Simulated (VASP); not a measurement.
# Re3BiN (R3c) in VASP: single point with PBEsol

Aim: the single point of Re3BiN with PBEsol.

Everything below comes from runs of VASP 6.6.1. Logs are shortened: lines on timing, memory, paths and dates and some standing lists are left out, and cuts for length are marked.

### 1 The cell of the first run

The structure is trigonal, space group R3c (No. 161). Conventional cell: a = 5.981 Å, b = 5.981 Å, c = 14.885 Å, α = 90.00°, β = 90.00°, γ = 120.00°. Bi (site symmetry 3) has 6 Re at 2.47 to 2.73 Å within 3.3 Å. Within 2.8 Å of N (site symmetry 3) lie 6 Re at 2.09 to 2.25 Å. Within 2.8 Å of Re (site symmetry 1) lie 2 N at 2.09 to 2.25 Å and 2 Bi at 2.47 to 2.73 Å.

### 2 Single point, PBEsol

File INCAR:

```
ALGO = Normal
EDIFF = 1E-6
ENCUT = 520
GGA = PS
ISIF = 2
ISMEAR = -1
LASPH = T
LCHARG = T
LELF = T
LREAL = F
LVHAR = T
LWAVE = F
NBANDS = 52
NELM = 100
PREC = Accurate
SIGMA = 0.1
```

File KPOINTS:

```
k-points
0
Gamma
  7 7 7
```

File POSCAR:

```
Re3BiN
1.0
    5.9811101900      0.0000000000      0.0000000000
   -2.9905555900      5.1798033600      0.0000000000
   -2.9905555900      1.7266007900      4.9615836400
Bi N Re
2 2 6
Direct
    0.0000000000      0.0000000000      0.0000000000
    0.5000000000      0.5000000000      0.5000000000
    0.2228800000      0.7771200000      0.6686400000
    0.7228800000      0.2771200000      0.1686400000
    0.4056400000      0.0615600000      0.8663200000
    0.9384400000      0.4777600000      0.8663200000
    0.5222400000      0.5943600000      0.8663200000
    0.4384400000      0.0943600000      0.3663200000
    0.0222400000      0.5615600000      0.3663200000
    0.9056400000      0.9777600000      0.3663200000
```

Potentials or basis: VASP PAW PBE potentials, release 64 (Bi_d, N, Re).

Run with:

```bash
$ cat potpaw_PBE.64/Bi_d/POTCAR potpaw_PBE.64/N/POTCAR potpaw_PBE.64/Re/POTCAR > POTCAR
$ mpirun -np 1 vasp_std > vasp.out
```

OUTCAR:

```text
EDIFF = 1E-6
   ENCUT = 520
   GGA = PS
   ISIF = 2
   ISMEAR = -1
   LASPH = T
   LREAL = F
   NELM = 100
   PREC = Accurate

 ion  position               nearest neighbor table
   1  0.000  0.000  0.000-  10 2.47   8 2.47   9 2.47   5 2.73   6 2.73   7 2.73   5 3.41   7 3.41
                             6 3.41   8 3.65  10 3.65   9 3.65
   2  0.500  0.500  0.500-   6 2.47   7 2.47   5 2.47   9 2.73  10 2.73   8 2.73   9 3.41  10 3.41
                             8 3.41   7 3.65   6 3.65   5 3.65
   3  0.223  0.777  0.669-   7 2.09   6 2.09   5 2.09  10 2.25   8 2.25   9 2.25
   4  0.723  0.277  0.169-   8 2.09  10 2.09   9 2.09   6 2.25   7 2.25   5 2.25
   5  0.406  0.062  0.866-   3 2.09   4 2.25   2 2.47   1 2.73   6 2.90   7 2.90   8 3.03   8 3.03
                            10 3.06  10 3.06   7 3.20   6 3.20   1 3.41   2 3.65
   6  0.938  0.478  0.866-   3 2.09   4 2.25   2 2.47   1 2.73   7 2.90   5 2.90  10 3.03  10 3.03
                             9 3.06   9 3.06   7 3.20   5 3.20   1 3.41   2 3.65
   7  0.522  0.594  0.866-   3 2.09   4 2.25   2 2.47   1 2.73   6 2.90   5 2.90   9 3.03   9 3.03
                             8 3.06   8 3.06   6 3.20   5 3.20   1 3.41   2 3.65
   8  0.438  0.094  0.366-   4 2.09   3 2.25   1 2.47   2 2.73  10 2.90   9 2.90   5 3.03   5 3.03
                             7 3.06   7 3.06  10 3.20   9 3.20   2 3.41   1 3.65
   9  0.022  0.562  0.366-   4 2.09   3 2.25   1 2.47   2 2.73  10 2.90   8 2.90   7 3.03   7 3.03
                             6 3.06   6 3.06   8 3.20  10 3.20   2 3.41   1 3.65
  10  0.906  0.978  0.366-   4 2.09   3 2.25   1 2.47   2 2.73   8 2.90   9 2.90   6 3.03   6 3.03
                             5 3.06   5 3.06   8 3.20   9 3.20   2 3.41   1 3.65

  LATTYP: Found a trigonal (rhomboedric) cell.
 ALAT       =     6.0449884402
 COS(alpha) =     0.5105100868

  Lattice vectors:

 A1 = (  -2.9905555900,   1.7266007900,   4.9615836400)
 A2 = (  -0.0000000000,  -3.4532025700,   4.9615836400)
 A3 = (   2.9905546000,   1.7266007900,   4.9615836400)

Analysis of symmetry for initial positions (statically):
=====================================================================
 Subroutine PRICEL returns:
 Original cell was already a primitive cell.

 Routine SETGRP: Setting up the symmetry group for a
 trigonal (rhombohedral) supercell.

 Subroutine GETGRP returns: Found  6 space group operations
 (whereof  3 operations were pure point group operations)
 out of a pool of 12 trial point group operations.

The static configuration has the point symmetry C_3 .
 The point group associated with its full space group is C_3v.

Analysis of symmetry for dynamics (positions and initial velocities):
=====================================================================
 Subroutine PRICEL returns:
 Original cell was already a primitive cell.

 Routine SETGRP: Setting up the symmetry group for a
 trigonal (rhombohedral) supercell.

 Subroutine GETGRP returns: Found  6 space group operations
 (whereof  3 operations were pure point group operations)
 out of a pool of 12 trial point group operations.

The dynamic configuration has the point symmetry C_3 .
 The point group associated with its full space group is C_3v.

 Subroutine INISYM returns: Found  6 space group operations
 (whereof  3 operations are pure point group operations),
 and found     1 'primitive' translations

----------------------------------------------------------------------------------------

                                     Primitive cell

  volume of cell :     153.7147

  direct lattice vectors                    reciprocal lattice vectors
     5.981110190  0.000000000  0.000000000     0.167193041  0.096528777  0.067182868
    -2.990555590  5.179803360  0.000000000     0.000000000  0.193057522 -0.067182838
    -2.990555590  1.726600790  4.961583640     0.000000000  0.000000000  0.201548552

  length of vectors
     5.981110190  5.981119091  6.044988440     0.204413442  0.204413161  0.201548552

  position of ions in fractional coordinates (direct lattice)
     0.000000000  0.000000000  0.000000000
     0.500000000  0.500000000  0.500000000
     0.222880000  0.777120000  0.668640000
     0.722880000  0.277120000  0.168640000
     0.405640000  0.061560000  0.866320000
     0.938440000  0.477760000  0.866320000
     0.522240000  0.594360000  0.866320000
     0.438440000  0.094360000  0.366320000
     0.022240000  0.561560000  0.366320000
     0.905640000  0.977760000  0.366320000

  ion indices of the primitive-cell ions
   primitive index   ion index
                 1           1
                 2           2
                 3           3
                 4           4
                 5           5
                 6           6
                 7           7
                 8           8
                 9           9
                10          10

----------------------------------------------------------------------------------------

 KPOINTS: k-points

Automatic generation of k-mesh.
 Grid dimensions read from file:
 generate k-points for:    7    7    7

 Generating k-lattice:

  Cartesian coordinates                     Fractional coordinates (reciprocal lattice)
     0.023884720  0.013789825  0.009597553     0.142857143  0.000000000  0.000000000
     0.000000000  0.027579646 -0.009597548     0.000000000  0.142857143  0.000000000
     0.000000000  0.000000000  0.028792650     0.000000000  0.000000000  0.142857143

  Length of vectors
     0.029201920  0.029201880  0.028792650

  Shift w.r.t. Gamma in fractional coordinates (k-lattice)
     0.000000000  0.000000000  0.000000000

 Subroutine IBZKPT returns following result:
 ===========================================

 Found     44 irreducible k-points:

 Following reciprocal coordinates:
            Coordinates               Weight
  0.000000  0.000000  0.000000      1.000000
  0.142857 -0.000000  0.000000      6.000000
  0.285714 -0.000000 -0.000000      6.000000
  0.428571 -0.000000  0.000000      6.000000
  0.142857  0.142857  0.000000      6.000000
  0.285714  0.142857 -0.000000     12.000000
[... 16 lines left out ...]
  0.142857  0.285714  0.142857     12.000000
  0.285714  0.285714  0.142857     12.000000
 [... further k-points ...]
   k-points           NKPTS =     44   k-points in BZ     NKDIM =     44   number of bands    NBANDS=     52
   number of dos      NEDOS =    301   number of ions     NIONS =     10
   total plane-waves  NPLWV = 110592
   dimension x,y,z NGX =    48 NGY =   48 NGZ =   48
   dimension x,y,z NGXF=    96 NGYF=   96 NGZF=   96
   ions per type =               2   2   6
   NGX,Y,Z   is equivalent  to a cutoff of  13.34, 13.34, 13.20 a.u.
   NGXF,Y,Z  is equivalent  to a cutoff of  26.68, 26.68, 26.40 a.u.
 SYSTEM =  unknown system
   PREC   = accura    normal or accurate (medium, high low for compatibility)
   ISTART =      0    job   : 0-new  1-cont  2-samecut
   ICHARG =      2    charge: 1-file 2-atom 10-const
   ISPIN  =      1    spin polarized calculation?
   LNONCOLLINEAR =      F non collinear calculations
   LSORBIT =      F    spin-orbit coupling
   LASPH  =      T    aspherical Exc in radial PAW
   ENCUT  =  520.0 eV  38.22 Ry    6.18 a.u.  11.12 11.12 11.24*2*pi/ulx,y,z
   NELM   =    100;   NELMIN=  2; NELMDL= -5     # of ELM steps
   EDIFF  = 0.1E-05   stopping-criterion for ELM
   LREAL  =      F    real-space projection
[... 7 lines left out ...]
   TEBEG  =    0.0;   TEEND  =   0.0 temperature during run
   PSTRESS=    0.0 pullay stress
   NELECT =      82.0000    total number of electrons
   NUPDOWN=      -1.0000    fix difference up-down
   EMIN   =  10.00;   EMAX   =-10.00  energy-range for DOS
   EFERMI =   0.00;   METHOD = LEGACY
   ISMEAR =    -1;   SIGMA  =   0.10  broadening in eV -4-tet -1-fermi 0-gaus
   EFERMI_NEDOS =   21; number of points for ismear=-14 and -15
   IALGO  =     38    algorithm
   IMIX   =      4    mixing-type and parameters
     AMIX     =   0.40;   BMIX     =  1.00
     AMIX_MAG =   1.60;   BMIX_MAG =  1.00
  volume/ion in A,a.u.               =      15.37       103.73
  Fermi-wavevector in a.u.,A,eV,Ry     =   1.327724  2.509034 23.985027  1.762850
  Thomas-Fermi vector in A             =   2.457015
   LORBIT       =      0    0 simple, 1 ext, 2 COOP (PROOUT), +10 PAW based schemes
   GGA     = PS    functional components
   LHFCALC =     F    Hartree Fock is set to
   AEXX    =    0.0000 exact exchange contribution
   IVDW    =     0    specifies the selected vdW correction
   LEPSILON=     F    determine dielectric tensor
   LRPA    =     F    only Hartree local field effects (RPA)
 non-spin polarized calculation
  energy-cutoff  :      520.00
  volume of cell :      153.71
 maximum number of plane-waves:      4158
 NGX is ok and might be reduce to    48
   NGX = 23   NGY = 23   NGZ = 23

 number of electron      82.0000008 magnetization

 Free energy of the ion-electron system (eV)
  ---------------------------------------------------
  ext. energy  EPLUGINS =         0.00000000
  ---------------------------------------------------
  free energy    TOTEN  =       -92.73725183 eV

  energy without entropy =      -92.50344178  energy(sigma->0) =      -92.62034680

 E-fermi :   8.8448     XC(G=0): -12.8591

 val. band max:        8.8293809266   @ k =   0.2857  -0.0000   0.2857
 cond. band min:       8.8760589563   @ k =   0.4286  -0.0000   0.0000
 fundamental gap:      0.0466780297
 Fermi energy:         8.8448125553

 k-point     1 :       0.0000    0.0000    0.0000
  band No.  band energies     occupation
      1     -14.3740      2.00000
      2     -14.3740      2.00000
      3     -14.3634      2.00000
      4     -14.3634      2.00000
      5     -14.3330      2.00000
      6     -14.3148      2.00000
[... 44 lines left out ...]
     51      10.9357      0.00000
     52      11.0042      0.00000
[... 1263 lines left out ...]
     51      11.8670      0.00000
     52      12.1719      0.00000

 [... further k-points ...]

------------------------ aborting loop because EDIFF is reached ----------------------------------------

  FORCE on cell =-STRESS in cart. coord.  units (eV):
  Direction    XX          YY          ZZ          XY          YZ          ZX
  --------------------------------------------------------------------------------------
  -------------------------------------------------------------------------------------
  Total        0.7318206      0.7318234     15.6101896     -0.0000001     -0.0000010     -0.0000010
  in kB        7.6278092      7.6278386    162.7059248     -0.0000007     -0.0000108     -0.0000108
  external PRESSURE =      59.3205242 kB  Pullay stress =       0.0000000 kB

 VOLUME and BASIS-vectors are now :
 -----------------------------------------------------------------------------
  energy-cutoff  :      520.00
  volume of cell :      153.71
      direct lattice vectors                 reciprocal lattice vectors
     5.981110190  0.000000000  0.000000000     0.167193041  0.096528777  0.067182868
    -2.990555590  5.179803360  0.000000000     0.000000000  0.193057522 -0.067182838
    -2.990555590  1.726600790  4.961583640     0.000000000  0.000000000  0.201548552

 POSITION                                       TOTAL-FORCE (eV/Angst)
 -----------------------------------------------------------------------------------
      0.00000      0.00000      0.00000         0.000001      0.000001     -8.895046
     -0.00000      3.45320      2.48079         0.000001      0.000001     -8.895046
     -2.99056      5.17980      3.31751         0.000000      0.000000     -0.418896
      2.99055      1.72660      0.83672         0.000000      0.000000     -0.418896
     -0.34870      1.81466      4.29832         0.911081     -2.997637      3.104648
      1.59337      3.97049      4.29832         2.140484      2.287839      3.104648
     -1.24467      4.57446      4.29832        -3.051566      0.709798      3.104648
      1.24467      1.12125      1.81753         3.051565      0.709798      3.104648
     -2.64186      3.54126      1.81753        -0.911080     -2.997637      3.104648
      1.39719      5.69709      1.81753        -2.140485      2.287839      3.104648
 -----------------------------------------------------------------------------------
    total drift:                                0.000001      0.000045      0.002373

  FREE ENERGIE OF THE ION-ELECTRON SYSTEM (eV)
  ---------------------------------------------------
  free  energy   TOTEN  =       -92.7372518254 eV

  energy  without entropy=      -92.5034417815  energy(sigma->0) =      -92.62034680
```

Run time: 11 min. Hardware: 1 thread of Intel Xeon Platinum 8375C at 2.90GHz (Ice Lake), shared host; peak memory 0.5 GiB.

Results:

* Free energy: -92.7373 eV
* Pressure: 5.9 GPa
* Largest force: 8.895 eV/Å
* Band gap on the k mesh: zero (band 41 reaches 8.83 eV, above the bottom of band 42 at 8.54 eV)

Forces in eV/Å, atoms in the order of the input:
```
Bi   0.000  0.000 -8.895
Bi   0.000  0.000 -8.895
N    0.000  0.000 -0.419
N    0.000  0.000 -0.419
Re   0.911 -2.998  3.105
Re   2.140  2.288  3.105
Re  -3.052  0.710  3.105
Re   3.052  0.710  3.105
Re  -0.911 -2.998  3.105
Re  -2.140  2.288  3.105
```

Levels at points of the mesh, in eV from the Fermi level:
```
           k point  band 39  band 40  band 41  band 42  band 43  band 44
(0.00, 0.00, 0.00)    -0.45    -0.20    -0.20     0.12     0.39     0.95
```

Caveat: the PAW data sets were made with another functional, which shifts forces and pressure a little; spin-orbit coupling is left out, which moves the levels of the heavy elements.
